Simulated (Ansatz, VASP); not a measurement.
# NaCl in VASP and in Ansatz

The input INCAR:

```
SYSTEM = NaCl
ALGO = Normal ; EDIFF = 1E-8
ENCUT = 400 ; GGA = PS
GGA_COMPAT = .False. ; ISIF = 2
ISMEAR = -1 ; LASPH = .True.
LCHARG = .False. ; LEFG = .True.
LREAL = .False. ; LWAVE = .False.
NBANDS = 14 ; NELM = 120
PREC = Accurate ; SIGMA = 0.02
```

The input KPOINTS:

```
k-points
0
Gamma
  8 8 8
  0 0 0
```

File POSCAR:

```
NaCl
1.0
    2.9160926721      0.0000000000      0.0000000000
    0.0000000000      2.9160926721      0.0000000000
    0.0000000000      0.0000000000      2.9160926721
Na Cl
1 1
Direct
    0.0000000000      0.0000000000      0.0000000000
    0.5000000000      0.5000000000      0.5000000000
```

Input for Ansatz:

```yaml
crystal:
  lattice:
    - [2.9160926721, 0.0, 0.0]
    - [0.0, 2.9160926721, 0.0]
    - [0.0, 0.0, 2.9160926721]
  atoms:
    - { symbol: Na, position: [0.0, 0.0, 0.0] }
    - { symbol: Cl, position: [0.5, 0.5, 0.5] }
kpoints:
  mp_grid: { grid: [8, 8, 8] }
scf:
  occupations: { method: fermi_dirac, width: 0.02 }
hamiltonian:
  xc: pbesol
  pseudopotentials: { kind: all_electron, datasets: crystal }
output:
  forces: true
  stress: true
  eigenvalues: true
  efg: { contact_densities: true }
```

Change from the starting cell: volume scaled by 1.06, crystal datasets.

Alike in both runs: task electric field gradients; functional PBEsol; k mesh 8 × 8 × 8; occupations fermi-dirac, width 0.02 eV; no spin polarisation.

|  | VASP | Ansatz |
| --- | --- | --- |
| version | VASP 6.6.1 | Ansatz 0.2.0 |
| potentials or method | VASP PAW PBE potentials, release 64 (Na_pv, Cl), cutoff 400 eV | all-electron PAW with datasets made for the crystal, scalar-relativistic |

Ansatz gave:

| Quantity | Value |
| --- | --- |
| gap on the k mesh at the Fermi level (eV) | 4.38 |
| pressure (GPa) | 46.5 |

Task: Estimate VASP's values.

Result: gap on the k mesh at the Fermi level (eV): 4.43; pressure (GPa): 46.7.

VASP's potentials were made for PBE, not for PBEsol. Both programs put the cell under a high pressure, so it lies far from rest at this level. Ansatz ran all-electron here, and VASP with PAW potentials.
